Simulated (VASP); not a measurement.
# Cu (P6_3/mmc) in VASP: notebook, part 2 of 2

VASP 6.6.1. Earlier steps stand in the parts before.

### Step 3. Single point, PBEsol

File INCAR:

```
PREC     = Accurate       # precision mode
ENCUT    = 520            # plane-wave cutoff, eV
EDIFF    = 1E-7           # SCF threshold, eV
ISMEAR   = -1             # smearing method
SIGMA    = 0.1            # smearing width, eV
LREAL    = F              # projectors in reciprocal space
LASPH    = T              # aspherical terms in the spheres
NELM     = 100            # most SCF steps
ALGO     = Normal         # electronic algorithm
ISIF     = 2              # what is computed and relaxed
LWAVE    = F              # write WAVECAR
LCHARG   = F              # write CHGCAR
GGA      = PS             # functional
NBANDS   = 30             # bands
```

File KPOINTS:

```
regular mesh
0
Gamma
  12 12 3
```

File POSCAR:

```
Cu
1.0
    2.5307600000      0.0000000000      0.0000000000
   -1.2653800000      2.1917100000      0.0000000000
    0.0000000000      0.0000000000      8.2618200000
Cu
4
Direct
    0.0000000000      0.0000000000      0.0000000000
    0.3333333333      0.6666666667      0.2500000000
    0.0000000000      0.0000000000      0.5000000000
    0.6666666667      0.3333333333      0.7500000000
```

Potentials or basis: VASP PAW PBE potentials, release 64 (Cu).

Launch:

```console
cat potpaw_PBE.64/Cu/POTCAR > POTCAR
mpirun -np 1 vasp_std > vasp.out
```

OUTCAR:

```text
PREC = Accurate
   ENCUT = 520
   EDIFF = 1E-7
   ISMEAR = -1
   LREAL = F
   LASPH = T
   NELM = 100
   ISIF = 2
   GGA = PS

 ion  position               nearest neighbor table
   1  0.000  0.000  0.000-   2 2.53   4 2.53   4 2.53   2 2.53   4 2.53   2 2.53
   2  0.333  0.667  0.250-   1 2.53   3 2.53   1 2.53   3 2.53   1 2.53   3 2.53
   3  0.000  0.000  0.500-   2 2.53   4 2.53   4 2.53   2 2.53   4 2.53   2 2.53
   4  0.667  0.333  0.750-   1 2.53   3 2.53   1 2.53   3 2.53   1 2.53   3 2.53

  LATTYP: Found a hexagonal cell.
 ALAT       =     2.5307600000
 C/A-ratio  =     3.2645608434

  Lattice vectors:

 A1 = (   2.5307600000,   0.0000000000,   0.0000000000)
 A2 = (  -1.2653800000,   2.1917100000,   0.0000000000)
 A3 = (   0.0000000000,   0.0000000000,   8.2618200000)

Analysis of symmetry for initial positions (statically):
=====================================================================
 Subroutine PRICEL returns:
 Original cell was already a primitive cell.

 Routine SETGRP: Setting up the symmetry group for a
 hexagonal supercell.

 Subroutine GETGRP returns: Found 24 space group operations
 (whereof 12 operations were pure point group operations)
 out of a pool of 24 trial point group operations.

The static configuration has the point symmetry D_3d.
 The point group associated with its full space group is D_6h.

Analysis of symmetry for dynamics (positions and initial velocities):
=====================================================================
 Subroutine PRICEL returns:
 Original cell was already a primitive cell.

 Routine SETGRP: Setting up the symmetry group for a
 hexagonal supercell.

 Subroutine GETGRP returns: Found 24 space group operations
 (whereof 12 operations were pure point group operations)
 out of a pool of 24 trial point group operations.

The dynamic configuration has the point symmetry D_3d.
 The point group associated with its full space group is D_6h.

 Subroutine INISYM returns: Found 24 space group operations
 (whereof 12 operations are pure point group operations),
 and found     1 'primitive' translations

----------------------------------------------------------------------------------------

                                     Primitive cell

  volume of cell :      45.8258

  direct lattice vectors                    reciprocal lattice vectors
     2.530760000  0.000000000  0.000000000     0.395138219  0.228132372  0.000000000
    -1.265380000  2.191710000  0.000000000     0.000000000  0.456264743  0.000000000
     0.000000000  0.000000000  8.261820000     0.000000000  0.000000000  0.121038706

  length of vectors
     2.530760000  2.530766538  8.261820000     0.456265922  0.456264743  0.121038706

  position of ions in fractional coordinates (direct lattice)
     0.000000000  0.000000000  0.000000000
     0.333333333  0.666666667  0.250000000
     0.000000000  0.000000000  0.500000000
     0.666666667  0.333333333  0.750000000

  ion indices of the primitive-cell ions
   primitive index   ion index
                 1           1
                 2           2
                 3           3
                 4           4

----------------------------------------------------------------------------------------

 KPOINTS: regular mesh

Automatic generation of k-mesh.
 Grid dimensions read from file:
 generate k-points for:   12   12    3

 Generating k-lattice:

  Cartesian coordinates                     Fractional coordinates (reciprocal lattice)
     0.032928185  0.019011031  0.000000000     0.083333333 -0.000000000  0.000000000
     0.000000000  0.038022062  0.000000000     0.000000000  0.083333333  0.000000000
     0.000000000  0.000000000  0.040346235     0.000000000  0.000000000  0.333333333

  Length of vectors
     0.038022160  0.038022062  0.040346235

  Shift w.r.t. Gamma in fractional coordinates (k-lattice)
     0.000000000  0.000000000  0.000000000

 Subroutine IBZKPT returns following result:
 ===========================================

 Found     38 irreducible k-points:

 Following reciprocal coordinates:
            Coordinates               Weight
  0.000000  0.000000  0.000000      1.000000
  0.083333  0.000000  0.000000      6.000000
  0.166667 -0.000000  0.000000      6.000000
  0.250000 -0.000000  0.000000      6.000000
  0.333333 -0.000000  0.000000      6.000000
  0.416667  0.000000  0.000000      6.000000
[... 16 lines left out ...]
  0.250000 -0.000000  0.333333     12.000000
  0.333333 -0.000000  0.333333     12.000000
 [... further k-points ...]
   k-points           NKPTS =     38   k-points in BZ     NKDIM =     38   number of bands    NBANDS=     30
   number of dos      NEDOS =    301   number of ions     NIONS =      4
   total plane-waves  NPLWV =  25600
   dimension x,y,z NGX =    20 NGY =   20 NGZ =   64
   dimension x,y,z NGXF=    40 NGYF=   40 NGZF=  128
   ions per type =               4
   NGX,Y,Z   is equivalent  to a cutoff of  13.14, 13.14, 12.88 a.u.
   NGXF,Y,Z  is equivalent  to a cutoff of  26.28, 26.28, 25.76 a.u.
 SYSTEM =  unknown system
   PREC   = accura    normal or accurate (medium, high low for compatibility)
   ISTART =      0    job   : 0-new  1-cont  2-samecut
   ICHARG =      2    charge: 1-file 2-atom 10-const
   ISPIN  =      1    spin polarized calculation?
   LNONCOLLINEAR =      F non collinear calculations
   LSORBIT =      F    spin-orbit coupling
   LASPH  =      T    aspherical Exc in radial PAW
   ENCUT  =  520.0 eV  38.22 Ry    6.18 a.u.   4.71  4.71 15.36*2*pi/ulx,y,z
   NELM   =    100;   NELMIN=  2; NELMDL= -5     # of ELM steps
   EDIFF  = 0.1E-06   stopping-criterion for ELM
   LREAL  =      F    real-space projection
   EDIFFG = 0.1E-05   stopping-criterion for IOM
   NSW    =      0    number of steps for IOM
   IBRION =     -1    ionic relax: 0-MD 1-quasi-New 2-CG
   NFREE  =      0    steps in history (QN), initial steepest desc. (CG)
   ISIF   =      2    stress and relaxation
   ISYM   =      2    0-nonsym 1-usesym 2-fastsym
   POTIM  = 0.5000    time-step for ionic-motion
   TEBEG  =    0.0;   TEEND  =   0.0 temperature during run
   PSTRESS=    0.0 pullay stress
   NELECT =      44.0000    total number of electrons
   NUPDOWN=      -1.0000    fix difference up-down
   EMIN   =  10.00;   EMAX   =-10.00  energy-range for DOS
   EFERMI =   0.00;   METHOD = LEGACY
   ISMEAR =    -1;   SIGMA  =   0.10  broadening in eV -4-tet -1-fermi 0-gaus
   EFERMI_NEDOS =   21; number of points for ismear=-14 and -15
   IALGO  =     38    algorithm
   IMIX   =      4    mixing-type and parameters
     AMIX     =   0.40;   BMIX     =  1.00
     AMIX_MAG =   1.60;   BMIX_MAG =  1.00
  volume/ion in A,a.u.               =      11.46        77.31
  Fermi-wavevector in a.u.,A,eV,Ry     =   1.615062  3.052024 35.489769  2.608424
  Thomas-Fermi vector in A             =   2.709870
   LORBIT       =      0    0 simple, 1 ext, 2 COOP (PROOUT), +10 PAW based schemes
   GGA     = PS    functional components
   LHFCALC =     F    Hartree Fock is set to
   AEXX    =    0.0000 exact exchange contribution
   IVDW    =     0    specifies the selected vdW correction
   LEPSILON=     F    determine dielectric tensor
   LRPA    =     F    only Hartree local field effects (RPA)
 non-spin polarized calculation
  energy-cutoff  :      520.00
  volume of cell :       45.83
 maximum number of plane-waves:      1255
 NGX is ok and might be reduce to    20
   NGX =  9   NGY =  9   NGZ = 31

 number of electron      43.9999979 magnetization

 Free energy of the ion-electron system (eV)
  ---------------------------------------------------
  ext. energy  EPLUGINS =         0.00000000
  ---------------------------------------------------
  free energy    TOTEN  =       -17.22197601 eV

  energy without entropy =      -17.16932965  energy(sigma->0) =      -17.19565283

 E-fermi :   7.7112     XC(G=0): -13.0868

 val. band max:        7.6734203038   @ k =   0.1667   0.1667   0.3333
 cond. band min:       7.7459861260   @ k =   0.2500   0.0833   0.3333
 fundamental gap:      0.0725658222
 Fermi energy:         7.7111600295

 k-point     1 :       0.0000    0.0000    0.0000
  band No.  band energies     occupation
      1      -1.8420      2.00000
      2       0.3184      2.00000
      3       0.3309      2.00000
      4       2.5113      2.00000
      5       4.3918      2.00000
      6       4.3918      2.00000
[... 781 lines left out ...]
     29      19.7743      0.00000
     30      20.7526      0.00000

 [... further k-points ...]
[... 5 lines left out ...]
  --------------------------------------------------------------------------------------
  -------------------------------------------------------------------------------------
  Total       -0.3410580     -0.3410604     -0.3380002      0.0000000     -0.0000000      0.0000000
  in kB      -11.9241959    -11.9242780    -11.8172863      0.0000000     -0.0000000      0.0000000
  external PRESSURE =     -11.8885868 kB  Pullay stress =       0.0000000 kB

 VOLUME and BASIS-vectors are now :
 -----------------------------------------------------------------------------
  energy-cutoff  :      520.00
  volume of cell :       45.83
      direct lattice vectors                 reciprocal lattice vectors
     2.530760000  0.000000000  0.000000000     0.395138219  0.228132372  0.000000000
    -1.265380000  2.191710000  0.000000000     0.000000000  0.456264743  0.000000000
     0.000000000  0.000000000  8.261820000     0.000000000  0.000000000  0.121038706

 POSITION                                       TOTAL-FORCE (eV/Angst)
 -----------------------------------------------------------------------------------
      0.00000      0.00000      0.00000        -0.000000      0.000000      0.000000
     -0.00000      1.46114      2.06546        -0.000000      0.000000      0.000000
      0.00000      0.00000      4.13091        -0.000000      0.000000      0.000000
      1.26538      0.73057      6.19637         0.000000      0.000000     -0.000000
 -----------------------------------------------------------------------------------
    total drift:                                0.000000     -0.000000      0.000000

  FREE ENERGIE OF THE ION-ELECTRON SYSTEM (eV)
  ---------------------------------------------------
  free  energy   TOTEN  =       -17.2219760091 eV

  energy  without entropy=      -17.1693296541  energy(sigma->0) =      -17.19565283
```

It took 25 s on 1 thread of Intel Xeon 6975P-C (Granite Rapids), shared host; peak memory 0.17 GiB.

Results:

```yaml
Free_energy: -17.2220 eV
Pressure: -1.2 GPa
Band_gap_on_the_k_mesh: zero (band 22 reaches 11.12 eV, above the bottom of band 23 at 6.02 eV)
```

Levels at points of the mesh, in eV from the Fermi level:
```
           k point  band 20  band 21  band 22  band 23  band 24  band 25
(0.00, 0.00, 0.00)    -1.93    -1.93    -1.63    -1.63    -1.05     3.97
(0.50, 0.00, 0.00)    -1.47    -0.63     0.41     1.03     1.61     4.78
```

Caveat: the PAW data sets were made with another functional, which shifts forces and pressure a little.

### Step 4. Single point, PBEsol

File INCAR:

```
SYSTEM = Cu
PREC = Accurate
ENCUT = 700
EDIFF = 1E-6
ISMEAR = -1
SIGMA = 0.1
LREAL = .False.
LASPH = .True.
NELM = 120
ALGO = Normal
ISIF = 2
LWAVE = .False.
LCHARG = .False.
GGA = PS
NBANDS = 46
GGA_COMPAT = .False.
```

File KPOINTS:

```
regular mesh
0
Gamma
  12 12 3
  0 0 0
```

POSCAR is that of step 3.

Potentials or basis: VASP PAW PBE potentials, release 64 (Cu_sv_GW).

Launch:

```console
cat potpaw_PBE.64/Cu_sv_GW/POTCAR > POTCAR
mpirun -np 1 vasp_std > vasp.out
```

Wall time 2.3 min (1 thread of Intel Xeon Platinum 8259CL at 2.50GHz (Skylake/Cascade Lake), shared host); peak memory 0.25 GiB.

It converged, with:

```
Free energy            : -17.5363 eV
Pressure               : -6.7 GPa
Band gap on the k mesh : zero (band 38 reaches 11.11 eV, above the bottom of band 39 at 6.07 eV)
```

Levels at points of the mesh, in eV from the Fermi level:
```
           k point  band 35  band 36  band 37  band 38  band 39  band 40  band 41  band 42
(0.00, 0.00, 0.00)    -2.06    -1.89    -1.89    -1.59    -1.59    -1.11     3.95    12.72
(0.50, 0.00, 0.00)    -1.45    -1.43    -0.67     0.35     1.02     1.59     4.76     4.78
```

Caveat: the PAW data sets were made with another functional, which shifts forces and pressure a little.
